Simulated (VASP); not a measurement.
# WSe2 in VASP: notebook

The runs below take WSe2 through single point, with PBE+D3(BJ).

Program: VASP 6.6.1. These are calculated values, not measurements. Logs are shortened: lines on timing, memory, paths and dates and some standing lists are left out, and cuts for length are marked.

## 1. The cell of the first run

The cell holds a slab with vacuum, 3 atoms: a = 3.242 Å, b = 3.242 Å, c = 32.737 Å, α = 90.00°, β = 90.00°, γ = 120.00°.

## 2. Single point, PBE+D3(BJ)

Input file INCAR:

```
SYSTEM = WSe2
ALGO     = Normal         ! electronic algorithm
DIPOL    = 0.5 0.5 0.500
EDIFF    = 1E-6           ! SCF threshold, eV
ENCUT    = 520            ! plane-wave cutoff, eV
GGA      = PE             ! functional
IDIPOL   = 3            
ISIF     = 2              ! what is computed and relaxed
ISMEAR   = 0              ! smearing method
IVDW     = 12             ! dispersion correction
LASPH    = .True.         ! aspherical terms in the spheres
LCHARG   = .False.        ! write CHGCAR
LDIPOL   = .True.       
LREAL    = .False.        ! projectors in reciprocal space
LWAVE    = .False.        ! write WAVECAR
NBANDS   = 20             ! bands
NELM     = 60             ! most SCF steps
PREC     = Accurate       ! precision mode
SIGMA    = 0.02           ! smearing width, eV
```

Input file KPOINTS:

```
k-points
0
Gamma
  9 9 1
  0 0 0
```

Input file POSCAR:

```
WSe2
1.0
    3.2420000000      0.0000000000      0.0000000000
   -1.6210000000      2.8076543591      0.0000000000
    0.0000000000      0.0000000000     32.7373831004
Se W
2 1
Direct
    0.3333333333      0.6666666667      0.4476439520
    0.3333333333      0.6666666667      0.5523560480
    0.6666666667      0.3333333333      0.5000000000
```

Potentials or basis: VASP PAW PBE potentials, release 64 (Se, W_sv).

Launch:

```sh
> cat potpaw_PBE.64/Se/POTCAR potpaw_PBE.64/W_sv/POTCAR > POTCAR
> mpirun -np 1 vasp_std > vasp.out
```

OUTCAR:

```text
SYSTEM = WSe2
   EDIFF = 1E-6
   ENCUT = 520
   GGA = PE
   ISIF = 2
   ISMEAR = 0
   IVDW = 12
   LASPH = .True.
   LREAL = .False.
   NELM = 60
   PREC = Accurate
 IVDW          = 12

 ion  position               nearest neighbor table
   1  0.333  0.667  0.448-   3 2.54   3 2.54   3 2.54
   2  0.333  0.667  0.552-   3 2.54   3 2.54   3 2.54
   3  0.667  0.333  0.500-   1 2.54   2 2.54   1 2.54   2 2.54   1 2.54   2 2.54

  LATTYP: Found a hexagonal cell.
 ALAT       =     3.2420000000
 C/A-ratio  =    10.0978973166

  Lattice vectors:

 A1 = (   3.2420000000,   0.0000000000,   0.0000000000)
 A2 = (  -1.6210000000,   2.8076543591,   0.0000000000)
 A3 = (   0.0000000000,   0.0000000000,  32.7373831004)

Analysis of symmetry for initial positions (statically):
=====================================================================
 Subroutine PRICEL returns:
 Original cell was already a primitive cell.

 Routine SETGRP: Setting up the symmetry group for a
 hexagonal supercell.

 Subroutine GETGRP returns: Found 12 space group operations
 (whereof 12 operations were pure point group operations)
 out of a pool of 24 trial point group operations.

The static configuration has the point symmetry D_3h.

Analysis of symmetry for dynamics (positions and initial velocities):
=====================================================================
 Subroutine PRICEL returns:
 Original cell was already a primitive cell.

 Routine SETGRP: Setting up the symmetry group for a
 hexagonal supercell.

 Subroutine GETGRP returns: Found 12 space group operations
 (whereof 12 operations were pure point group operations)
 out of a pool of 24 trial point group operations.

The dynamic configuration has the point symmetry D_3h.

 Subroutine INISYM returns: Found 12 space group operations
 (whereof 12 operations are pure point group operations),
 and found     1 'primitive' translations

----------------------------------------------------------------------------------------

                                     Primitive cell

  volume of cell :     297.9893

  direct lattice vectors                    reciprocal lattice vectors
     3.242000000  0.000000000  0.000000000     0.308451573  0.178084599  0.000000000
    -1.621000000  2.807654359  0.000000000     0.000000000  0.356169198  0.000000000
     0.000000000  0.000000000 32.737383100     0.000000000  0.000000000  0.030546119

[... 74 lines left out ...]
   EDIFFG = 0.1E-04   stopping-criterion for IOM
   NSW    =      0    number of steps for IOM
   IBRION =     -1    ionic relax: 0-MD 1-quasi-New 2-CG
   NFREE  =      0    steps in history (QN), initial steepest desc. (CG)
   ISIF   =      2    stress and relaxation
   ISYM   =      2    0-nonsym 1-usesym 2-fastsym
   POTIM  = 0.5000    time-step for ionic-motion
   TEBEG  =    0.0;   TEEND  =   0.0 temperature during run
   PSTRESS=    0.0 pullay stress
   NELECT =      26.0000    total number of electrons
   NUPDOWN=      -1.0000    fix difference up-down
   EMIN   =  10.00;   EMAX   =-10.00  energy-range for DOS
   EFERMI =   0.00;   METHOD = LEGACY
   ISMEAR =     0;   SIGMA  =   0.02  broadening in eV -4-tet -1-fermi 0-gaus
   EFERMI_NEDOS =   21; number of points for ismear=-14 and -15
   IALGO  =     38    algorithm
   IMIX   =      4    mixing-type and parameters
     AMIX     =   0.40;   BMIX     =  1.00
     AMIX_MAG =   1.60;   BMIX_MAG =  1.00
  volume/ion in A,a.u.               =      99.33       670.31
  Fermi-wavevector in a.u.,A,eV,Ry     =   0.726104  1.372138  7.173367  0.527228
  Thomas-Fermi vector in A             =   1.816994
   LORBIT       =      0    0 simple, 1 ext, 2 COOP (PROOUT), +10 PAW based schemes
   GGA     = PE    functional components
   LHFCALC =     F    Hartree Fock is set to
   AEXX    =    0.0000 exact exchange contribution
   IVDW    =    12    specifies the selected vdW correction
   LEPSILON=     F    determine dielectric tensor
   LRPA    =     F    only Hartree local field effects (RPA)
 non-spin polarized calculation
 Gauss-broadening in eV      SIGMA  =   0.02
  energy-cutoff  :      520.00
  volume of cell :      297.99
 maximum number of plane-waves:      8112
   NGX = 13   NGY = 13   NGZ =121

 number of electron      26.0000006 magnetization

 dipolmoment           0.000000      0.000000      0.000000 electrons x Angstroem

 Free energy of the ion-electron system (eV)
  ---------------------------------------------------
  ext. energy  EPLUGINS =         0.00000000
  ---------------------------------------------------
  free energy    TOTEN  =       -21.57118151 eV

  energy without entropy =      -21.57118151  energy(sigma->0) =      -21.57118151

 E-fermi :  -2.6592     XC(G=0):  -2.5197

 val. band max:       -2.7530032802   @ k =   0.3333   0.3333   0.0000
 cond. band min:      -1.1346453006   @ k =   0.2222   0.1111   0.0000
 fundamental gap:      1.6183579796
 Fermi energy:        -2.6591684563

 k-point     1 :       0.0000    0.0000    0.0000
  band No.  band energies     occupation
      1     -76.7646      2.00000
      2     -41.0356      2.00000
      3     -40.8535      2.00000
      4     -40.8535      2.00000
      5     -17.6557      2.00000
      6     -16.4701      2.00000
[... 265 lines left out ...]
     19       3.8534      0.00000
     20       5.8578      0.00000

------------------------ aborting loop because EDIFF is reached ----------------------------------------

 vacuum level on the upper side and lower side of the slab       (xc-potential included)        -0.061        -0.061

 Edisp (eV)   -1.03316

 E8    (eV) :    -0.4907

  FORCE on cell =-STRESS in cart. coord.  units (eV):
  Direction    XX          YY          ZZ          XY          YZ          ZX
  --------------------------------------------------------------------------------------
  -------------------------------------------------------------------------------------
  Total       1.00938     1.00938    -0.60159    -0.00000    -0.00000     0.00000
  in kB       5.42708     5.42708    -3.23450    -0.00000    -0.00000     0.00000
  external pressure =        2.54 kB  Pullay stress =        0.00 kB

 VOLUME and BASIS-vectors are now :
 -----------------------------------------------------------------------------
  energy-cutoff  :      520.00
  volume of cell :      297.99
      direct lattice vectors                 reciprocal lattice vectors
     3.242000000  0.000000000  0.000000000     0.308451573  0.178084599  0.000000000
    -1.621000000  2.807654359  0.000000000     0.000000000  0.356169198  0.000000000
     0.000000000  0.000000000 32.737383100     0.000000000  0.000000000  0.030546119

 POSITION                                       TOTAL-FORCE (eV/Angst)
 -----------------------------------------------------------------------------------
     -0.00000      1.87177     14.65469        -0.000000      0.000000      0.172005
     -0.00000      1.87177     18.08269        -0.000000      0.000000     -0.172005
      1.62100      0.93588     16.36869         0.000000     -0.000000      0.000000
 -----------------------------------------------------------------------------------
    total drift:                               -0.000000      0.000000      0.000000

  FREE ENERGIE OF THE ION-ELECTRON SYSTEM (eV)
  ---------------------------------------------------
  free  energy   TOTEN  =       -22.6043377063 eV

  energy  without entropy=      -22.6043377063  energy(sigma->0) =      -22.60433771

 vacuum level on the upper side and lower side of the slab         2.227         2.227
```

OSZICAR:

```text
N       E                     dE             d eps       ncg     rms          rms(c)
DAV:   1     0.181760133661E+03    0.18176E+03   -0.12589E+04   584   0.972E+02
DAV:   2    -0.466402709876E+01   -0.18642E+03   -0.18006E+03   668   0.206E+02
DAV:   3    -0.222490400839E+02   -0.17585E+02   -0.17509E+02   696   0.644E+01
[... 14 lines left out ...]
DAV:  18    -0.215711675302E+02   -0.25027E-04   -0.84408E-07   504   0.258E-03    0.670E-04
DAV:  19    -0.215711774668E+02   -0.99366E-05   -0.29060E-07   464   0.163E-03    0.119E-03
DAV:  20    -0.215711795561E+02   -0.20893E-05   -0.36368E-08   404   0.663E-04    0.175E-04
DAV:  21    -0.215711811466E+02   -0.15905E-05   -0.40532E-08   396   0.385E-04    0.741E-05
DAV:  22    -0.215711815136E+02   -0.36703E-06   -0.62898E-09   336   0.189E-04
   1 F= -.22604338E+02 E0= -.22604338E+02  d E =-.767575E-13
```

It took 89 s on 1 thread of AMD EPYC 9R45 (Zen 5), shared host; peak memory 0.38 GiB.

What came out:

```yaml
Free_energy: -22.6043 eV
Largest_force: 0.172 eV/Å
Band_gap_on_the_k_mesh: 1.62 eV, indirect (least direct gap 1.88 eV)
Dispersion_energy_per_atom: -0.344 eV
```

Forces in eV/Å, atoms in the order of the input:
```
Se   0.000  0.000  0.172
Se   0.000  0.000 -0.172
W    0.000  0.000  0.000
```

Levels at points of the mesh, in eV from the valence-band top:
```
           k point  band 9  band 10  band 11  band 12  band 13  band 14  band 15  band 16  band 17  band 18
(0.00, 0.00, 0.00)   -2.14    -2.14    -1.00    -1.00    -0.63     3.10     3.10     3.20     3.20     4.26
```

Caveat: spin-orbit coupling is left out, which moves the levels of the heavy elements.

(Continued in part 2 of 2.)
